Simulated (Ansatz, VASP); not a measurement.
## One calculation of Te2Mo, two programs

```xyz
6
Lattice="3.5421 0.0000 0.0000 -1.7711 3.0676 0.0000 0.0000 0.0000 14.1767" Properties=species:S:1:pos:R:3 pbc="T T T"
Mo    0.0000    2.0451    3.5442
Mo    1.7711    1.0225   10.6325
Te    1.7711    1.0225    5.3387
Te    1.7711    1.0225    1.7496
Te    0.0000    2.0451   12.4271
Te    0.0000    2.0451    8.8380
```

Alike in both runs: task single point; functional LDA; k mesh 12 × 12 × 2; no spin polarisation.

|  | VASP | Ansatz |
| --- | --- | --- |
| version | VASP 6.6.1 | Ansatz 0.2.0 |
| potentials or method | VASP PAW LDA potentials, release 64 (Mo_sv, Te) | plane waves, PAW |
| plane-wave cutoff (eV) | 500 | 420 |
| occupations | gaussian, width 0.01 eV | fixed |
| valence electrons in the cell | 52 | 92 |

```tsv
	VASP	Ansatz	Ansatz less VASP
gap on the k mesh at the Fermi level (eV)	0.78	0.79	+0.009
```

LDA's correlation is that of Perdew and Zunger in VASP and of Perdew and Wang (1992) in Ansatz. VASP's potentials hold 52 valence electrons a cell and Ansatz's 92, so a difference there can come from the potentials and not from the codes.

Spin-orbit coupling is off throughout.
